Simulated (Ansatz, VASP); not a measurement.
**One calculation of Os, two programs**

```xyz
1
Lattice="0.0000 1.9287 1.9287 1.9287 0.0000 1.9287 1.9287 1.9287 0.0000" Properties=species:S:1:pos:R:3 pbc="T T T"
Os    0.0000    0.0000    0.0000
```

Alike in both runs: functional PBE; k mesh 18 × 18 × 18; occupations fermi-dirac, width 0.05 eV; non-collinear spin, spin-orbit coupling.

Ansatz relaxed the structure, and its values are those at the end. VASP's run is a single point on that final structure, the one shown.

```csv
,VASP,Ansatz
version,VASP 6.6.1,Ansatz 0.2.0
potentials or method,"VASP PAW PBE potentials, release 64 (Os), cutoff 520 eV",all-electron LAPW
```

VASP gave:

```
pressure (GPa)           : -0.1
net moment per atom (μB) : 0.00
```

Question: Estimate Ansatz's values.

Answer: Pressure (GPa): 0.0; net moment per atom (μB): 0.00.

Ansatz ran all-electron here, and VASP with PAW potentials.
